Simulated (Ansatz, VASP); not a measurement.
One calculation of GaN, two programs

File POSCAR:

```
GaN
1.0
    3.1889999985      0.0000000000      0.0000000000
   -1.5944999992      2.7617550113      0.0000000000
    0.0000000000      0.0000000000      5.2161100000
Ga N
2 2
Direct
    0.3333333333      0.6666666667      0.0004361091
    0.6666666667      0.3333333333      0.5004361091
    0.3333333333      0.6666666667      0.3765638909
    0.6666666667      0.3333333333      0.8765638909
```

File INCAR.step1:

```
SYSTEM = GaN
PREC = Accurate
ENCUT = 520
ISMEAR = 0
SIGMA = 0.03
LREAL = .FALSE.
LASPH = .TRUE.
NELM = 100
NBANDS = 26
GGA = PE
ALGO = Normal
EDIFF = 1E-4
LWAVE = .TRUE.
LCHARG = .FALSE.
```

Contents of INCAR.step2:

```
SYSTEM = GaN
PREC = Accurate
ENCUT = 520
EDIFF = 1E-6
ISMEAR = 0
SIGMA = 0.03
LREAL = .FALSE.
LASPH = .TRUE.
NELM = 100
ALGO = Normal
ISIF = 2
LWAVE = .FALSE.
LCHARG = .TRUE.
METAGGA = R2SCAN
LMIXTAU = .TRUE.
LELF = .TRUE.
LVHAR = .TRUE.
NBANDS = 26
ISTART = 1
```

Contents of KPOINTS:

```
regular mesh
0
G
  8 8 5
  0 0 0
```

Input for Ansatz:

```yaml
crystal:
  lattice:
    - [3.1889999985, 0.0, 0.0]
    - [-1.5944999992, 2.7617550113, 0.0]
    - [0.0, 0.0, 5.21611]
  atoms:
    - { symbol: Ga, position: [0.3333333333, 0.6666666667, 0.0004361091] }
    - { symbol: Ga, position: [0.6666666667, 0.3333333333, 0.5004361091] }
    - { symbol: "N", position: [0.3333333333, 0.6666666667, 0.3765638909] }
    - { symbol: "N", position: [0.6666666667, 0.3333333333, 0.8765638909] }
scf:
  occupations: { method: gaussian, width: 0.03 }
output:
  eigenstates: { kpoints: [[0, 0, 0]] }
hamiltonian:
  xc: r2scan
kpoints:
  mp_grid: { grid: [8, 8, 5] }
```

Alike in both runs: task single point; functional r2SCAN; k mesh 8 × 8 × 5; occupations gaussian, width 0.03 eV; no spin polarisation.

|  | VASP | Ansatz |
| --- | --- | --- |
| version | VASP 6.6.1 | Ansatz 0.2.0 |
| potentials or method | VASP PAW PBE potentials, release 64 (Ga_d, N) | scalar-relativistic, plane waves, PAW |
| plane-wave cutoff (eV) | 520 | 500 |
| valence electrons in the cell | 36 | 36 |

Ansatz gave:

```
gap on the k mesh at the Fermi level (eV) : 2.27
least direct gap on the mesh (eV)         : 2.27
```

Task: Estimate VASP's values.

Result: gap on the k mesh at the Fermi level (eV): 2.26; least direct gap on the mesh (eV): 2.26.

VASP's potentials were made for PBE, not for r2SCAN. With one functional, cell and mesh, what is left measures potentials, basis and numerics.
